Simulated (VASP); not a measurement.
Set up this calculation in VASP 6.6.1, as the native input.

```
Task                   : single point
Functional             : PBEsol
Potentials or basis    : VASP PAW PBE potentials, release 64 (P)
Cutoff                 : 520 eV
k mesh                 : 24 × 24 × 22
Occupations            : gaussian, width 0.1 eV
Spin                   : no spin polarisation
Dipole correction      : no
Further INCAR settings : ALGO = Normal; EDIFF = 1e-07; NBANDS = 8
```

The structure of P lies in POSCAR:

```
P
1.0
    2.6019767171      0.0000000000      0.0000000000
   -1.3009883586      2.2533779371      0.0000000000
    0.0000000000      0.0000000000      2.4197251147
P
1
Direct
    0.0000000000      0.0000000000      0.0000000000
```

This isn't the form of P at room conditions, which is orthorhombic.

One way to write it, as run:

INCAR

```
SYSTEM = P
PREC     = Accurate       ! precision mode
ENCUT    = 520            ! plane-wave cutoff, eV
EDIFF    = 1E-7           ! SCF threshold, eV
ISMEAR   = 0              ! smearing method
SIGMA    = 0.1            ! smearing width, eV
LREAL    = .False.        ! projectors in reciprocal space
LASPH    = .True.         ! aspherical terms in the spheres
NELM     = 60             ! most SCF steps
ALGO     = Normal         ! electronic algorithm
ISIF     = 2              ! what is computed and relaxed
LWAVE    = .False.        ! write WAVECAR
LCHARG   = .True.         ! write CHGCAR
GGA      = PS             ! functional
LELF     = .True.         ! ELF
LVHAR    = .True.       
NBANDS   = 8              ! bands
```

KPOINTS

```
regular mesh
0
Gamma
  24 24 22
  0 0 0
```

Potentials or basis: VASP PAW PBE potentials, release 64 (P).

Run with:

```console
$ cat potpaw_PBE.64/P/POTCAR > POTCAR
$ mpirun -np 1 vasp_std > vasp.out
```

Results of the run:

```json
{"Pressure": "0.2 GPa", "Band gap on the k mesh": "zero (an odd number of electrons rules out a gap without spin polarisation)"}
```

Caveat: the PAW data sets were made with another functional, which shifts forces and pressure a little.

Run time: 85 s on 1 thread of Intel Xeon 8259CL, with other jobs on the host, peak memory 0.18 GiB.
